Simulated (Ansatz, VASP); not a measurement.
**BaTiO3 in VASP and in Ansatz**

```xyz
5
Lattice="4.0082 0.0000 0.0000 0.0000 2.8733 2.8859 0.0000 -2.8733 2.8859" Properties=species:S:1:pos:R:3 pbc="T T T"
Ba    0.0000    0.0000    0.0466
Ti    2.0041    0.0000    2.9997
O     0.0000    0.0000    2.8376
O     2.0041   -1.4056    4.2619
O     2.0041    1.4056    4.2619
```

Alike in both runs: task single point; functional PBE; k mesh 6 × 6 × 6; occupations gaussian, width 0.05 eV; no spin polarisation; Hubbard terms Ti d U = 4.0 eV.

|  | VASP | Ansatz |
| --- | --- | --- |
| version | VASP 6.6.1 | Ansatz 0.2.0 |
| potentials or method | VASP PAW PBE potentials, release 64 (Ba_sv, Ti_sv, O), cutoff 520 eV | scalar-relativistic, plane waves, PAW |
| valence electrons in the cell | 40 | 40 |

|  | VASP | Ansatz | Ansatz less VASP |
| --- | --- | --- | --- |
| gap on the k mesh at the Fermi level (eV) | 2.49 | 2.52 | +0.023 |
| least direct gap on the mesh (eV) | 2.92 | 2.93 | +0.011 |
| pressure (GPa) | 3.5 | 0.0 | -3.48 |
| traceless stress, the component that is largest in VASP (GPa) | 0.29 | -0.01 | -0.299 |
| rms of the force components (eV/Å) | 0.220 | 0.002 | -0.2175 |

The programs project onto different local orbitals, so the same U acts differently, and such runs can settle in different states. Atom by atom the forces differ by 0.221 eV/Å (rms over components).

Spin-orbit coupling is off throughout.
